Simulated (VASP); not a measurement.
# Ca (Fm-3m) in VASP: a series of runs

Ca is run at these levels: LDA; tasks: single point.

All numbers are computed with VASP 6.6.1; they aren't measurements. Logs are shortened: lines on timing, memory, paths and dates and some standing lists are left out, and cuts for length are marked.

### 1 The cell of the first run

It takes space group Fm-3m (No. 225, cubic). Conventional cell: a = 5.343 Å, b = 5.343 Å, c = 5.343 Å, α = 90.00°, β = 90.00°, γ = 90.00°. Within 5.0 Å of Ca (site symmetry m-3m) lie 12 Ca at 3.78 Å.

### 2 Single point, LDA

Contents of INCAR:

```
ALGO     = Normal         # electronic algorithm
EDIFF    = 1E-6           # SCF threshold, eV
ENCUT    = 520            # plane-wave cutoff, eV
GGA      = CA             # functional
ISIF     = 2              # what is computed and relaxed
ISMEAR   = 0              # smearing method
LASPH    = T              # aspherical terms in the spheres
LCHARG   = F              # write CHGCAR
LREAL    = F              # projectors in reciprocal space
LWAVE    = F              # write WAVECAR
NBANDS   = 11             # bands
NELM     = 100            # most SCF steps
PREC     = Accurate       # precision mode
SIGMA    = 0.3            # smearing width, eV
```

Contents of KPOINTS:

```
k-points
0
Gamma
  10 10 10
```

Contents of POSCAR:

```
Ca
1.0
    0.0000000000      2.6714532750      2.6714532750
    2.6714532750      0.0000000000      2.6714532750
    2.6714532750      2.6714532750      0.0000000000
Ca
1
Direct
    0.0000000000      0.0000000000      0.0000000000
```

Potentials or basis: VASP PAW LDA potentials, release 64 (Ca_sv).

The run is started by

```sh
$ cat potpaw_LDA.64/Ca_sv/POTCAR > POTCAR
$ mpirun -np 1 vasp_std > vasp.out
```

OUTCAR:

```text
EDIFF = 1E-6
   ENCUT = 520
   GGA = CA
   ISIF = 2
   ISMEAR = 0
   LASPH = T
   LREAL = F
   NELM = 100
   PREC = Accurate

 ion  position               nearest neighbor table
   1  0.000  0.000  0.000-

  LATTYP: Found a face centered cubic cell.
 ALAT       =     5.3429065500

  Lattice vectors:

 A1 = (   0.0000000000,   2.6714532750,   2.6714532750)
 A2 = (   2.6714532750,   0.0000000000,   2.6714532750)
 A3 = (   2.6714532750,   2.6714532750,   0.0000000000)

Analysis of symmetry for initial positions (statically):
[... 33 lines left out ...]
                                     Primitive cell

  volume of cell :      38.1305

  direct lattice vectors                    reciprocal lattice vectors
     0.000000000  2.671453275  2.671453275    -0.187164045  0.187164045  0.187164045
     2.671453275  0.000000000  2.671453275     0.187164045 -0.187164045  0.187164045
     2.671453275  2.671453275  0.000000000     0.187164045  0.187164045 -0.187164045

  length of vectors
     3.778005453  3.778005453  3.778005453     0.324177635  0.324177635  0.324177635

  position of ions in fractional coordinates (direct lattice)
     0.000000000  0.000000000  0.000000000

  ion indices of the primitive-cell ions
   primitive index   ion index
                 1           1

----------------------------------------------------------------------------------------

 KPOINTS: k-points

Automatic generation of k-mesh.
 Grid dimensions read from file:
 generate k-points for:   10   10   10

 Generating k-lattice:

  Cartesian coordinates                     Fractional coordinates (reciprocal lattice)
    -0.018716404  0.018716404  0.018716404     0.100000000  0.000000000  0.000000000
     0.018716404 -0.018716404  0.018716404     0.000000000  0.100000000  0.000000000
     0.018716404  0.018716404 -0.018716404     0.000000000  0.000000000  0.100000000

  Length of vectors
     0.032417763  0.032417763  0.032417763

  Shift w.r.t. Gamma in fractional coordinates (k-lattice)
     0.000000000  0.000000000  0.000000000

 Subroutine IBZKPT returns following result:
 ===========================================

 Found     47 irreducible k-points:

 Following reciprocal coordinates:
            Coordinates               Weight
  0.000000  0.000000  0.000000      1.000000
  0.100000  0.000000  0.000000      8.000000
  0.200000  0.000000  0.000000      8.000000
  0.300000  0.000000  0.000000      8.000000
  0.400000  0.000000  0.000000      8.000000
  0.500000  0.000000  0.000000      4.000000
[... 16 lines left out ...]
  0.300000  0.300000  0.000000      6.000000
  0.400000  0.300000  0.000000     24.000000
 [... further k-points ...]
   k-points           NKPTS =     47   k-points in BZ     NKDIM =     47   number of bands    NBANDS=     11
   number of dos      NEDOS =    301   number of ions     NIONS =      1
   total plane-waves  NPLWV =  21952
   dimension x,y,z NGX =    28 NGY =   28 NGZ =   28
   dimension x,y,z NGXF=    56 NGYF=   56 NGZF=   56
   ions per type =               1
   NGX,Y,Z   is equivalent  to a cutoff of  12.32, 12.32, 12.32 a.u.
   NGXF,Y,Z  is equivalent  to a cutoff of  24.64, 24.64, 24.64 a.u.
 SYSTEM =  unknown system
   PREC   = accura    normal or accurate (medium, high low for compatibility)
   ISTART =      0    job   : 0-new  1-cont  2-samecut
   ICHARG =      2    charge: 1-file 2-atom 10-const
   ISPIN  =      1    spin polarized calculation?
   LNONCOLLINEAR =      F non collinear calculations
   LSORBIT =      F    spin-orbit coupling
   LASPH  =      T    aspherical Exc in radial PAW
   ENCUT  =  520.0 eV  38.22 Ry    6.18 a.u.   7.02  7.02  7.02*2*pi/ulx,y,z
   NELM   =    100;   NELMIN=  2; NELMDL= -5     # of ELM steps
   EDIFF  = 0.1E-05   stopping-criterion for ELM
   LREAL  =      F    real-space projection
   EDIFFG = 0.1E-04   stopping-criterion for IOM
   NSW    =      0    number of steps for IOM
   IBRION =     -1    ionic relax: 0-MD 1-quasi-New 2-CG
   NFREE  =      0    steps in history (QN), initial steepest desc. (CG)
   ISIF   =      2    stress and relaxation
   ISYM   =      2    0-nonsym 1-usesym 2-fastsym
   POTIM  = 0.5000    time-step for ionic-motion
   TEBEG  =    0.0;   TEEND  =   0.0 temperature during run
   PSTRESS=    0.0 pullay stress
   NELECT =      10.0000    total number of electrons
   NUPDOWN=      -1.0000    fix difference up-down
   EMIN   =  10.00;   EMAX   =-10.00  energy-range for DOS
   EFERMI =   0.00;   METHOD = LEGACY
   ISMEAR =     0;   SIGMA  =   0.30  broadening in eV -4-tet -1-fermi 0-gaus
   EFERMI_NEDOS =   21; number of points for ismear=-14 and -15
   IALGO  =     38    algorithm
   IMIX   =      4    mixing-type and parameters
     AMIX     =   0.40;   BMIX     =  1.00
     AMIX_MAG =   1.60;   BMIX_MAG =  1.00
  volume/ion in A,a.u.               =      38.13       257.32
  Fermi-wavevector in a.u.,A,eV,Ry     =   1.047894  1.980232 14.940303  1.098081
  Thomas-Fermi vector in A             =   2.182793
   LORBIT       =      0    0 simple, 1 ext, 2 COOP (PROOUT), +10 PAW based schemes
   GGA     = CA    functional components
   LHFCALC =     F    Hartree Fock is set to
   AEXX    =    0.0000 exact exchange contribution
   IVDW    =     0    specifies the selected vdW correction
   LEPSILON=     F    determine dielectric tensor
   LRPA    =     F    only Hartree local field effects (RPA)
 non-spin polarized calculation
 Gauss-broadening in eV      SIGMA  =   0.30
  energy-cutoff  :      520.00
  volume of cell :       38.13
 maximum number of plane-waves:      1037
   NGX = 13   NGY = 13   NGZ = 13

 number of electron      10.0000003 magnetization

 Free energy of the ion-electron system (eV)
  ---------------------------------------------------
  ext. energy  EPLUGINS =         0.00000000
  ---------------------------------------------------
  free energy    TOTEN  =        -2.23415925 eV

  energy without entropy =       -2.18158828  energy(sigma->0) =       -2.20787377

 E-fermi :   2.1976     XC(G=0):  -8.2981

 val. band max:        2.1889883864   @ k =   0.5000   0.0000   0.0000
 cond. band min:       2.2003683742   @ k =  -0.3000   0.4000   0.1000
 fundamental gap:      0.0113799878
 Fermi energy:         2.1975800508

 k-point     1 :       0.0000    0.0000    0.0000
  band No.  band energies     occupation
      1     -39.1310      2.00000
      2     -20.3222      2.00000
      3     -20.3222      2.00000
      4     -20.3222      2.00000
      5      -2.0001      2.00000
      6       4.5442      0.00000
      7       4.5442      0.00000
      8       4.5442      0.00000
      9       5.7477      0.00000
     10       5.7477      0.00000
     11      11.8465      0.00000

 k-point     2 :       0.1000    0.0000    0.0000
  band No.  band energies     occupation
      1     -39.1288      2.00000
      2     -20.3427      2.00000
      3     -20.3250      2.00000
      4     -20.3250      2.00000
      5      -1.8131      2.00000
      6       4.3512      0.00000
      7       4.6147      0.00000
      8       4.6147      0.00000
      9       5.6884      0.00000
     10       5.6884      0.00000
     11      12.0779      0.00000

 k-point     3 :       0.2000    0.0000    0.0000
  band No.  band energies     occupation
      1     -39.1229      2.00000
      2     -20.3956      2.00000
      3     -20.3321      2.00000
      4     -20.3321      2.00000
      5      -1.2747      2.00000
      6       3.8796      0.00000
      7       4.7153      0.00000
      8       4.7153      0.00000
      9       5.6625      0.00000
     10       5.6625      0.00000
     11      11.0634      0.00000

 k-point     4 :       0.3000    0.0000    0.0000
  band No.  band energies     occupation
      1     -39.1157      2.00000
      2     -20.4601      2.00000
      3     -20.3408      2.00000
      4     -20.3408      2.00000
      5      -0.4565      2.00000
      6       3.2933      0.00000
      7       4.6351      0.00000
      8       4.6351      0.00000
      9       5.9328      0.00000
     10       5.9328      0.00000
     11       9.5041      0.00000

 k-point     5 :       0.4000    0.0000    0.0000
  band No.  band energies     occupation
      1     -39.1098      2.00000
      2     -20.5116      2.00000
      3     -20.3478      2.00000
      4     -20.3478      2.00000
      5       0.4939      2.00000
      6       2.6565      0.03050
      7       4.4861      0.00000
      8       4.4861      0.00000
      9       6.3350      0.00000
     10       6.3350      0.00000
     11       8.3346      0.00000
[... 211 lines left out ...]
 k-point    21 :      -0.3000    0.2000    0.0000
  band No.  band energies     occupation
      1     -39.1076      2.00000
      2     -20.4813      2.00000
      3     -20.3999      2.00000
      4     -20.3506      2.00000
      5       0.7165      2.00000
      6       2.9847      0.00021
      7       3.7663      0.00000
      8       4.9152      0.00000
      9       5.7724      0.00000
     10       6.8291      0.00000
     11       8.7624      0.00000

 k-point    22 :      -0.2000    0.2000    0.0000
  band No.  band energies     occupation
      1     -39.1132      2.00000
      2     -20.4499      2.00000
      3     -20.3800      2.00000
      4     -20.3399      2.00000
      5      -0.1759      2.00000
      6       3.3775      0.00000
      7       4.1314      0.00000
      8       5.0636      0.00000
      9       5.2936      0.00000
     10       6.4696      0.00000
     11       9.9788      0.00000

 k-point    23 :       0.3000    0.3000    0.0000
  band No.  band energies     occupation
      1     -39.1106      2.00000
      2     -20.4536      2.00000
      3     -20.3717      2.00000
      4     -20.3717      2.00000
      5       0.0087      2.00000
      6       3.1620      0.00001
      7       4.0792      0.00000
      8       5.5208      0.00000
      9       5.5208      0.00000
     10       6.2359      0.00000
     11      10.9436      0.00000

 k-point    24 :       0.4000    0.3000    0.0000
  band No.  band energies     occupation
      1     -39.1060      2.00000
      2     -20.4812      2.00000
      3     -20.3867      2.00000
      4     -20.3802      2.00000
      5       0.6770      2.00000
      6       2.9291      0.00056
      7       3.7131      0.00000
      8       5.6444      0.00000
      9       5.9992      0.00000
     10       6.4710      0.00000
     11       9.4556      0.00000

 [... further k-points ...]
[... 5 lines left out ...]
  --------------------------------------------------------------------------------------
  -------------------------------------------------------------------------------------
  Total        0.0010995      0.0010995      0.0010995     -0.0000000      0.0000000      0.0000000
  in kB        0.0461989      0.0461989      0.0461989     -0.0000000      0.0000000      0.0000000
  external PRESSURE =       0.0461989 kB  Pullay stress =       0.0000000 kB

 VOLUME and BASIS-vectors are now :
 -----------------------------------------------------------------------------
  energy-cutoff  :      520.00
  volume of cell :       38.13
      direct lattice vectors                 reciprocal lattice vectors
     0.000000000  2.671453275  2.671453275    -0.187164045  0.187164045  0.187164045
     2.671453275  0.000000000  2.671453275     0.187164045 -0.187164045  0.187164045
     2.671453275  2.671453275  0.000000000     0.187164045  0.187164045 -0.187164045

 POSITION                                       TOTAL-FORCE (eV/Angst)
 -----------------------------------------------------------------------------------
      0.00000      0.00000      0.00000        -0.000000     -0.000000      0.000000
 -----------------------------------------------------------------------------------
    total drift:                               -0.000000     -0.000000     -0.000000

  FREE ENERGIE OF THE ION-ELECTRON SYSTEM (eV)
  ---------------------------------------------------
  free  energy   TOTEN  =        -2.2341592469 eV

  energy  without entropy=       -2.1815882848  energy(sigma->0) =       -2.20787377
```

Wall time 7.2 s (1 thread of AMD EPYC 9R45 (Zen 5), shared host); peak memory 0.12 GiB.

Results:

| Property | Result |
| --- | --- |
| Free energy | -2.2342 eV |
| Pressure | 0.0 GPa |
| Band gap on the k mesh | zero (band 5 reaches 2.26 eV, above the bottom of band 6 at 2.18 eV) |

### 3 Single point, LDA

Contents of INCAR:

```
SYSTEM = Ca
PREC     = Accurate       ! precision mode
ENCUT    = 520            ! plane-wave cutoff, eV
EDIFF    = 1E-7           ! SCF threshold, eV
ISMEAR   = 0              ! smearing method
SIGMA    = 0.6            ! smearing width, eV
LREAL    = .False.        ! projectors in reciprocal space
LASPH    = .True.         ! aspherical terms in the spheres
NELM     = 100            ! most SCF steps
ALGO     = Normal         ! electronic algorithm
ISIF     = 2              ! what is computed and relaxed
LWAVE    = .False.        ! write WAVECAR
LCHARG   = .False.        ! write CHGCAR
NBANDS   = 11             ! bands
```

Contents of KPOINTS:

```
regular mesh
0
Gamma
  10 10 10
  0 0 0
```

POSCAR is that of step 2.

Potentials or basis: VASP PAW LDA potentials, release 64 (Ca_sv).

The run is started by

```sh
$ cat potpaw_LDA.64/Ca_sv/POTCAR > POTCAR
$ mpirun -np 1 vasp_std > vasp.out
```

It took 8.3 s on 1 thread of AMD EPYC 9R45 (Zen 5), shared host; peak memory 0.12 GiB.

It converged, with:

* Free energy: -2.3149 eV
* Pressure: 0.1 GPa
* Band gap on the k mesh: zero (band 5 reaches 2.27 eV, above the bottom of band 6 at 2.18 eV)

Levels at points of the mesh, in eV from the Fermi level:
```tsv
k point	band 1	band 2	band 3	band 4	band 5	band 6	band 7	band 8	band 9	band 10
(0.00, 0.00, 0.00)	-41.23	-22.43	-22.43	-22.43	-4.15	2.42	2.42	2.42	3.63	3.63
(0.50, 0.00, 0.00)	-41.21	-22.64	-22.46	-22.46	-1.02	0.04	2.30	2.30	4.41	4.41
(0.50, 0.50, 0.00)	-41.20	-22.62	-22.50	-22.50	-0.54	0.50	1.26	4.41	4.62	4.62
```

### 4 Single point, LDA

Contents of INCAR:

```
PREC = Accurate
ENCUT = 520
EDIFF = 1E-7
ISMEAR = 0
SIGMA = 1.0
LREAL = False
LASPH = True
NELM = 80
ALGO = Normal
ISIF = 2
LWAVE = False
LCHARG = False
GGA = CA
NBANDS = 11
```

Contents of KPOINTS:

```
Automatic mesh
0
Gamma
  10 10 10
```

POSCAR is that of step 3.

The run is started by

```sh
$ cat potpaw_LDA.64/Ca_sv/POTCAR > POTCAR
$ mpirun -np 1 vasp_std > vasp.out
```

Wall time 7.8 s (1 thread of AMD EPYC 9R45 (Zen 5), shared host); peak memory 0.12 GiB.

It converged, with:

| Item | Value |
| --- | --- |
| Free energy | -2.5088 eV |
| Pressure | 0.3 GPa |
| Band gap on the k mesh | zero (band 5 reaches 2.29 eV, above the bottom of band 6 at 2.19 eV) |

Levels at points of the mesh, in eV from the Fermi level:
```
           k point  band 2  band 3  band 4  band 5  band 6  band 7  band 8  band 9
(0.00, 0.00, 0.00)  -22.26  -22.26  -22.26   -4.06    2.55    2.55    2.55    3.77
(0.50, 0.00, 0.00)  -22.48  -22.29  -22.29   -0.93    0.12    2.42    2.42    4.56
(0.50, 0.50, 0.00)  -22.46  -22.34  -22.34   -0.45    0.61    1.35    4.55    4.77
```

(Part 1 of 2 ends here.)
